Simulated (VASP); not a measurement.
A run of VASP 6.6.1:

File INCAR:

```
SYSTEM = WC
PREC = Accurate
ENCUT = 600
EDIFF = 1E-6
ISMEAR = -1
SIGMA = 0.08
LREAL = .False.
LASPH = .True.
NELM = 60
ALGO = Normal
ISIF = 3
LWAVE = .False.
LCHARG = .False.
GGA = PS
IBRION = 2
NSW = 100
EDIFFG = -0.002
PSTRESS = 40.0
```

KPOINTS

```
Automatic mesh
0
Gamma
  18 18 16
  0 0 0
```

The input POSCAR:

```
WC
1.0
    2.8988145963      0.0000000000      0.0000000000
   -1.4494072982      2.5104470813      0.0000000000
    0.0000000000      0.0000000000      2.8272988698
W C
1 1
Direct
    0.0000000000      0.0000000000      0.0000000000
    0.6666666667      0.3333333333      0.5000000000
```

Potentials or basis: VASP PAW PBE potentials, release 64 (W_sv, C).

Command:

```bash
$ cat potpaw_PBE.64/W_sv/POTCAR potpaw_PBE.64/C/POTCAR > POTCAR
$ mpirun -np 1 vasp_std > vasp.out
```

Hardware: 1 thread of Intel Xeon 8259CL, on a shared host.

Question: Estimate the wall time of this run.

Answer: It took 5.9 min on 1 thread of Intel Xeon 8259CL, on a shared host, peak memory 0.25 GiB. Counts: scf iterations 46, k points 333, ion steps 9.
